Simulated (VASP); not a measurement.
# Cs (Im-3m) in VASP: a series of runs

The runs below take Cs through single point, with PBE.

Program: VASP 6.6.1. These are calculated values, not measurements. Logs are shortened: lines on timing, memory, paths and dates and some standing lists are left out, and cuts for length are marked.

### 1 The cell of the first run

Symmetry: Im-3m, No. 229, cubic system. The conventional cell has a = 5.902 Å, b = 5.902 Å, c = 5.902 Å, α = 90.00°, β = 90.00°, γ = 90.00°.

### 2 Single point, PBE (volume scaled by 0.88)

Input file INCAR:

```
PREC     = Accurate       # precision mode
ENCUT    = 520            # plane-wave cutoff, eV
EDIFF    = 1E-6           # SCF threshold, eV
ISMEAR   = 0              # smearing method
SIGMA    = 0.1            # smearing width, eV
LREAL    = False          # projectors in reciprocal space
LASPH    = True           # aspherical terms in the spheres
NELM     = 60             # most SCF steps
ALGO     = Normal         # electronic algorithm
ISIF     = 2              # what is computed and relaxed
LWAVE    = False          # write WAVECAR
LCHARG   = False          # write CHGCAR
GGA      = PE             # functional
NBANDS   = 10             # bands
```

Input file KPOINTS:

```
Automatic mesh
0
Gamma
  10 10 10
```

Input file POSCAR:

```
Cs
1.0
   -2.9509704872      2.9509704872      2.9509704872
    2.9509704872     -2.9509704872      2.9509704872
    2.9509704872      2.9509704872     -2.9509704872
Cs
1
Direct
    0.0000000000      0.0000000000      0.0000000000
```

Potentials or basis: VASP PAW PBE potentials, release 64 (Cs_sv).

Run with:

```
$ cat potpaw_PBE.64/Cs_sv/POTCAR > POTCAR
$ mpirun -np 1 vasp_std > vasp.out
```

OUTCAR:

```text
PREC = Accurate
   ENCUT = 520
   EDIFF = 1E-6
   ISMEAR = 0
   LREAL = False
   LASPH = True
   NELM = 60
   ISIF = 2
   GGA = PE

 ion  position               nearest neighbor table
   1  0.000  0.000  0.000-

  LATTYP: Found a body centered cubic cell.
 ALAT       =     5.9019409744

  Lattice vectors:

 A1 = (  -2.9509704872,   2.9509704872,   2.9509704872)
 A2 = (   2.9509704872,  -2.9509704872,   2.9509704872)
 A3 = (   2.9509704872,   2.9509704872,  -2.9509704872)

Analysis of symmetry for initial positions (statically):
=====================================================================
 Subroutine PRICEL returns:
 Original cell was already a primitive cell.

 Routine SETGRP: Setting up the symmetry group for a
 body centered cubic supercell.

 Subroutine GETGRP returns: Found 48 space group operations
 (whereof 48 operations were pure point group operations)
 out of a pool of 48 trial point group operations.

The static configuration has the point symmetry O_h .

Analysis of symmetry for dynamics (positions and initial velocities):
=====================================================================
 Subroutine PRICEL returns:
 Original cell was already a primitive cell.

 Routine SETGRP: Setting up the symmetry group for a
 body centered cubic supercell.

 Subroutine GETGRP returns: Found 48 space group operations
 (whereof 48 operations were pure point group operations)
 out of a pool of 48 trial point group operations.

The dynamic configuration has the point symmetry O_h .

 Subroutine INISYM returns: Found 48 space group operations
 (whereof 48 operations are pure point group operations),
 and found     1 'primitive' translations

----------------------------------------------------------------------------------------

                                     Primitive cell

  volume of cell :     102.7909

  direct lattice vectors                    reciprocal lattice vectors
    -2.950970487  2.950970487  2.950970487     0.000000000  0.169435785  0.169435785
     2.950970487 -2.950970487  2.950970487     0.169435785  0.000000000  0.169435785
     2.950970487  2.950970487 -2.950970487     0.169435785  0.169435785  0.000000000

  length of vectors
     5.111230815  5.111230815  5.111230815     0.239618385  0.239618385  0.239618385

  position of ions in fractional coordinates (direct lattice)
     0.000000000  0.000000000  0.000000000

  ion indices of the primitive-cell ions
   primitive index   ion index
                 1           1

----------------------------------------------------------------------------------------

 KPOINTS: Automatic mesh

Automatic generation of k-mesh.
 Grid dimensions read from file:
 generate k-points for:   10   10   10

 Generating k-lattice:

  Cartesian coordinates                     Fractional coordinates (reciprocal lattice)
     0.000000000  0.016943578  0.016943578     0.100000000  0.000000000  0.000000000
     0.016943578  0.000000000  0.016943578     0.000000000  0.100000000  0.000000000
     0.016943578  0.016943578  0.000000000     0.000000000  0.000000000  0.100000000

  Length of vectors
     0.023961838  0.023961838  0.023961838

  Shift w.r.t. Gamma in fractional coordinates (k-lattice)
     0.000000000  0.000000000  0.000000000

 Subroutine IBZKPT returns following result:
 ===========================================

 Found     47 irreducible k-points:

 Following reciprocal coordinates:
            Coordinates               Weight
  0.000000  0.000000  0.000000      1.000000
  0.100000  0.000000  0.000000     12.000000
  0.200000  0.000000  0.000000     12.000000
  0.300000  0.000000  0.000000     12.000000
  0.400000  0.000000  0.000000     12.000000
  0.500000  0.000000  0.000000      6.000000
[... 16 lines left out ...]
  0.300000  0.300000  0.100000      8.000000
 -0.300000  0.300000  0.100000     24.000000
 [... further k-points ...]
   k-points           NKPTS =     47   k-points in BZ     NKDIM =     47   number of bands    NBANDS=     10
   number of dos      NEDOS =    301   number of ions     NIONS =      1
   total plane-waves  NPLWV =  64000
   dimension x,y,z NGX =    40 NGY =   40 NGZ =   40
   dimension x,y,z NGXF=    80 NGYF=   80 NGZF=   80
   ions per type =               1
   NGX,Y,Z   is equivalent  to a cutoff of  13.01, 13.01, 13.01 a.u.
   NGXF,Y,Z  is equivalent  to a cutoff of  26.02, 26.02, 26.02 a.u.
 SYSTEM =  unknown system
   PREC   = accura    normal or accurate (medium, high low for compatibility)
   ISTART =      0    job   : 0-new  1-cont  2-samecut
   ICHARG =      2    charge: 1-file 2-atom 10-const
   ISPIN  =      1    spin polarized calculation?
   LNONCOLLINEAR =      F non collinear calculations
   LSORBIT =      F    spin-orbit coupling
   LASPH  =      T    aspherical Exc in radial PAW
   ENCUT  =  520.0 eV  38.22 Ry    6.18 a.u.   9.50  9.50  9.50*2*pi/ulx,y,z
   NELM   =     60;   NELMIN=  2; NELMDL= -5     # of ELM steps
   EDIFF  = 0.1E-05   stopping-criterion for ELM
   LREAL  =      F    real-space projection
   EDIFFG = 0.1E-04   stopping-criterion for IOM
   NSW    =      0    number of steps for IOM
   IBRION =     -1    ionic relax: 0-MD 1-quasi-New 2-CG
   NFREE  =      0    steps in history (QN), initial steepest desc. (CG)
   ISIF   =      2    stress and relaxation
   ISYM   =      2    0-nonsym 1-usesym 2-fastsym
   POTIM  = 0.5000    time-step for ionic-motion
   TEBEG  =    0.0;   TEEND  =   0.0 temperature during run
   PSTRESS=    0.0 pullay stress
   NELECT =       9.0000    total number of electrons
   NUPDOWN=      -1.0000    fix difference up-down
   EMIN   =  10.00;   EMAX   =-10.00  energy-range for DOS
   EFERMI =   0.00;   METHOD = LEGACY
   ISMEAR =     0;   SIGMA  =   0.10  broadening in eV -4-tet -1-fermi 0-gaus
   EFERMI_NEDOS =   21; number of points for ismear=-14 and -15
   IALGO  =     38    algorithm
   IMIX   =      4    mixing-type and parameters
     AMIX     =   0.40;   BMIX     =  1.00
     AMIX_MAG =   1.60;   BMIX_MAG =  1.00
  volume/ion in A,a.u.               =     102.79       693.67
  Fermi-wavevector in a.u.,A,eV,Ry     =   0.726949  1.373735  7.190071  0.528455
  Thomas-Fermi vector in A             =   1.818051
   LORBIT       =      0    0 simple, 1 ext, 2 COOP (PROOUT), +10 PAW based schemes
   GGA     = PE    functional components
   LHFCALC =     F    Hartree Fock is set to
   AEXX    =    0.0000 exact exchange contribution
   IVDW    =     0    specifies the selected vdW correction
   LEPSILON=     F    determine dielectric tensor
   LRPA    =     F    only Hartree local field effects (RPA)
 non-spin polarized calculation
 Gauss-broadening in eV      SIGMA  =   0.10
  energy-cutoff  :      520.00
  volume of cell :      102.79
 maximum number of plane-waves:      2787
 NGX is ok and might be reduce to    40
   NGX = 19   NGY = 19   NGZ = 19

 number of electron       9.0000002 magnetization

 Free energy of the ion-electron system (eV)
  ---------------------------------------------------
  ext. energy  EPLUGINS =         0.00000000
  ---------------------------------------------------
  free energy    TOTEN  =        -0.83864616 eV

  energy without entropy =       -0.82913159  energy(sigma->0) =       -0.83388888

 E-fermi :   0.7587     XC(G=0):  -5.6974

 val. band max:        0.7565695777   @ k =   0.4000   0.1000  -0.0000
 cond. band min:       0.7903070931   @ k =   0.3000   0.2000  -0.0000
 fundamental gap:      0.0337375154
 Fermi energy:         0.7587327458

 k-point     1 :       0.0000    0.0000    0.0000
  band No.  band energies     occupation
      1     -23.0498      2.00000
      2      -9.7716      2.00000
      3      -9.7716      2.00000
      4      -9.7716      2.00000
      5      -1.0409      2.00000
      6       3.3096      0.00000
      7       3.3096      0.00000
      8       3.3096      0.00000
      9       4.2527      0.00000
     10       4.2527      0.00000

 k-point     2 :       0.1000    0.0000    0.0000
  band No.  band energies     occupation
      1     -23.0487      2.00000
      2      -9.7917      2.00000
      3      -9.7779      2.00000
      4      -9.7717      2.00000
      5      -0.9168      2.00000
      6       3.1778      0.00000
      7       3.1934      0.00000
      8       3.4353      0.00000
      9       4.0635      0.00000
     10       4.2295      0.00000

 k-point     3 :       0.2000    0.0000    0.0000
  band No.  band energies     occupation
      1     -23.0459      2.00000
      2      -9.8432      2.00000
      3      -9.7943      2.00000
      4      -9.7719      2.00000
      5      -0.5661      2.00000
      6       2.7646      0.00000
      7       2.8967      0.00000
      8       3.8065      0.00000
      9       4.0270      0.00000
     10       4.2194      0.00000

 k-point     4 :       0.3000    0.0000    0.0000
  band No.  band energies     occupation
      1     -23.0423      2.00000
      2      -9.9049      2.00000
      3      -9.8144      2.00000
      4      -9.7722      2.00000
      5      -0.0566      2.00000
      6       2.2732      0.00000
      7       2.6247      0.00000
      8       4.1674      0.00000
      9       4.3105      0.00000
     10       4.4039      0.00000
[... 222 lines left out ...]
 k-point    22 :      -0.2000    0.2000    0.1000
  band No.  band energies     occupation
      1     -23.0449      2.00000
      2      -9.8433      2.00000
      3      -9.8010      2.00000
      4      -9.7876      2.00000
      5      -0.4512      2.00000
      6       2.7896      0.00000
      7       2.9657      0.00000
      8       3.4626      0.00000
      9       3.7683      0.00000
     10       4.6106      0.00000

 k-point    23 :       0.3000    0.3000    0.1000
  band No.  band energies     occupation
      1     -23.0376      2.00000
      2      -9.8978      2.00000
      3      -9.8978      2.00000
      4      -9.8138      2.00000
      5       1.6421      0.00000
      6       1.7246      0.00000
      7       1.7246      0.00000
      8       3.9549      0.00000
      9       4.7099      0.00000
     10       4.7099      0.00000

 k-point    24 :      -0.3000    0.3000    0.1000
  band No.  band energies     occupation
      1     -23.0414      2.00000
      2      -9.9021      2.00000
      3      -9.8214      2.00000
      4      -9.7871      2.00000
      5       0.0503      2.00000
      6       2.2662      0.00000
      7       2.7190      0.00000
      8       3.6020      0.00000
      9       4.3573      0.00000
     10       4.6630      0.00000

 [... further k-points ...]
[... 5 lines left out ...]
  --------------------------------------------------------------------------------------
  -------------------------------------------------------------------------------------
  Total        0.1954582      0.1954582      0.1954582      0.0000000      0.0000000     -0.0000000
  in kB        3.0465610      3.0465610      3.0465610      0.0000000      0.0000000     -0.0000000
  external PRESSURE =       3.0465610 kB  Pullay stress =       0.0000000 kB

 VOLUME and BASIS-vectors are now :
 -----------------------------------------------------------------------------
  energy-cutoff  :      520.00
  volume of cell :      102.79
      direct lattice vectors                 reciprocal lattice vectors
    -2.950970487  2.950970487  2.950970487     0.000000000  0.169435785  0.169435785
     2.950970487 -2.950970487  2.950970487     0.169435785  0.000000000  0.169435785
     2.950970487  2.950970487 -2.950970487     0.169435785  0.169435785  0.000000000

 POSITION                                       TOTAL-FORCE (eV/Angst)
 -----------------------------------------------------------------------------------
      0.00000      0.00000      0.00000        -0.000000      0.000000     -0.000000
 -----------------------------------------------------------------------------------
    total drift:                                0.000000     -0.000000     -0.000000

  FREE ENERGIE OF THE ION-ELECTRON SYSTEM (eV)
  ---------------------------------------------------
  free  energy   TOTEN  =        -0.8386461584 eV

  energy  without entropy=       -0.8291315933  energy(sigma->0) =       -0.83388888
```

Wall time 28 s (1 thread of Intel Xeon Platinum 8488C (Sapphire Rapids), shared host); peak memory 0.24 GiB.

Results:

- Free energy: -0.8386 eV
- Pressure: 0.3 GPa

Caveat: spin-orbit coupling is left out, which moves the levels of the heavy elements.

### 3 Single point, PBE (volume scaled by 0.91)

Input file INCAR:

```
  PREC = Accurate
  ENCUT = 520
  EDIFF = 1E-6
  ISMEAR = 0
  SIGMA = 0.1
  LREAL = False
  LASPH = True
  NELM = 60
  ALGO = Normal
  ISIF = 2
  LWAVE = False
  LCHARG = False
  GGA = PE
  NBANDS = 10
```

Input file KPOINTS:

```
regular mesh
0
Gamma
  10 10 10
```

Input file POSCAR:

```
Cs
1.0
   -2.9841302345      2.9841302345      2.9841302345
    2.9841302345     -2.9841302345      2.9841302345
    2.9841302345      2.9841302345     -2.9841302345
Cs
1
Direct
    0.0000000000      0.0000000000      0.0000000000
```

Potentials or basis: VASP PAW PBE potentials, release 64 (Cs_sv).

Run with:

```
$ cat potpaw_PBE.64/Cs_sv/POTCAR > POTCAR
$ mpirun -np 1 vasp_std > vasp.out
```

Run time: 32 s. Hardware: 1 thread of Intel Xeon Platinum 8488C (Sapphire Rapids), shared host; peak memory 0.24 GiB.

Results (log left out):

| Item | Value |
| --- | --- |
| Free energy | -0.8444 eV |
| Pressure | 0.2 GPa |

Levels at points of the mesh, in eV from the Fermi level:
```tsv
k point	band 1	band 2	band 3	band 4	band 5	band 6	band 7	band 8	band 9
(0.00, 0.00, 0.00)	-23.82	-10.55	-10.55	-10.55	-1.77	2.53	2.53	2.53	3.45
(0.50, 0.00, 0.00)	-23.81	-10.73	-10.61	-10.55	-0.01	0.96	1.63	3.31	3.94
(0.50, 0.50, 0.50)	-23.81	-10.68	-10.68	-10.68	0.57	0.57	3.22	3.22	3.22
```

Caveat: spin-orbit coupling is left out, which moves the levels of the heavy elements.

### 4 Single point, PBE (volume scaled by 0.94)

Input file INCAR:

```
SYSTEM = Cs
  PREC = Accurate
  ENCUT = 520
  EDIFF = 1E-6
  ISMEAR = 0
  SIGMA = 0.1
  LREAL = .False.
  LASPH = .True.
  NELM = 100
  ALGO = Normal
  ISIF = 2
  LWAVE = .False.
  LCHARG = .False.
  GGA = PE
  NBANDS = 10
```

Input file KPOINTS:

```
Automatic mesh
0
Gamma
  10 10 10
  0 0 0
```

Input file POSCAR:

```
Cs
1.0
   -3.0165689741      3.0165689741      3.0165689741
    3.0165689741     -3.0165689741      3.0165689741
    3.0165689741      3.0165689741     -3.0165689741
Cs
1
Direct
    0.0000000000      0.0000000000      0.0000000000
```

Run with:

```
$ cat potpaw_PBE.64/Cs_sv/POTCAR > POTCAR
$ mpirun -np 1 vasp_std > vasp.out
```

It took 27 s on 1 thread of Intel Xeon Platinum 8488C (Sapphire Rapids), shared host; peak memory 0.24 GiB.

It converged, with:

* Free energy: -0.8483 eV
* Pressure: 0.1 GPa

Levels at points of the mesh, in eV from the Fermi level:
```tsv
k point	band 1	band 2	band 3	band 4	band 5	band 6	band 7	band 8	band 9
(0.00, 0.00, 0.00)	-23.84	-10.57	-10.57	-10.57	-1.73	2.51	2.51	2.51	3.41
(0.50, 0.00, 0.00)	-23.83	-10.74	-10.63	-10.58	0.01	0.92	1.63	3.26	3.88
(0.50, 0.50, 0.50)	-23.82	-10.69	-10.69	-10.69	0.60	0.60	3.13	3.13	3.13
```

Caveat: spin-orbit coupling is left out, which moves the levels of the heavy elements.

(Part 1 of 2 ends here.)
